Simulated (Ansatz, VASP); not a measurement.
Given: the input of a run of VASP 6.6.1 on BiTe.

INCAR

```
ALGO     = Normal         # electronic algorithm
EDIFF    = 1E-7           # SCF threshold, eV
EDIFFG   = -0.01          # ionic threshold
ENCUT    = 600            # plane-wave cutoff, eV
GGA      = PS             # functional
IBRION   = 2              # ionic algorithm
ISIF     = 3              # what is computed and relaxed
ISMEAR   = -1             # smearing method
IVDW     = 13             # dispersion correction
LASPH    = True           # aspherical terms in the spheres
LCHARG   = False          # write CHGCAR
LREAL    = False          # projectors in reciprocal space
LWAVE    = False          # write WAVECAR
NELM     = 80             # most SCF steps
NSW      = 60             # ionic steps
PREC     = Accurate       # precision mode
SIGMA    = 0.05           # smearing width, eV
```

The input KPOINTS:

```
k-points
0
Gamma
  7 7 7
```

Contents of POSCAR:

```
BiTe
1.0
    2.4227077728      1.3987509848      3.3172919545
   -2.4227077728      1.3987509848      3.3172919545
    0.0000000000     -2.7975019696      3.3172919545
Bi Te
1 1
Direct
    0.5000000000      0.5000000000      0.5000000000
    0.0000000000      0.0000000000      0.0000000000
```

Potentials or basis: VASP PAW PBE potentials, release 64 (Bi_d, Te).

Run with:

```sh
$ cat potpaw_PBE.64/Bi_d/POTCAR potpaw_PBE.64/Te/POTCAR > POTCAR
$ mpirun -np 1 vasp_std > vasp.out
```

Task: Translate it to Ansatz 0.2.0. Potentials there: Ansatz PAW.

Result: As run (the cutoff follows the program's own potentials):

Contents of input.yaml:

```yaml
crystal:
  lattice:
    - [2.4227077728, 1.3987509848, 3.3172919545]
    - [-2.4227077728, 1.3987509848, 3.3172919545]
    - [0.0, -2.7975019696, 3.3172919545]
  atoms:
    - { symbol: Bi, position: [0.5, 0.5, 0.5] }
    - { symbol: Te, position: [0.0, 0.0, 0.0] }
hamiltonian:
  xc: pbesol
  pseudopotentials: { kind: paw }
  dispersion: d4
kpoints:
  mp_grid: { grid: [7, 7, 7] }
scf:
  occupations: { method: fermi_dirac, width: 0.05 }
output:
  forces: true
  stress: true
  eigenvalues: true
relax:
  f_tol: 0.01
  max_steps: 40
  cell: { stress_tol: 0.05 }
```

Potentials or basis: Ansatz PAW.

The run is started by

```console
$ ansatz run input.yaml --threads 2 --pin off --max-ram 5632MiB --backend cpu --events-out ev --progress --plain --runs-dir out
```

Both were run:

|  | VASP | Ansatz | Ansatz less VASP |
| --- | --- | --- | --- |
| gap on the k mesh at the Fermi level, each at its own relaxed structure (eV) | none | none | - |
| relaxed volume (Å³/atom) | 30.88 | 30.86 | -0.021 |
| relaxed cell length with the largest relative difference (Å) | 4.147 | 4.146 | -0.0015 |

VASP's potentials were made for PBE, not for PBEsol. A gap of «none» marks a metal or a gap that the smearing closes. VASP's potentials hold 21 valence electrons a cell and Ansatz's 31, so a difference there can come from the potentials and not from the codes.

Spin-orbit coupling is off throughout. Noted on Ansatz's run: the plane-wave basis is chosen anew once the cell has moved, so the energies of steps on either side of that aren't comparable.
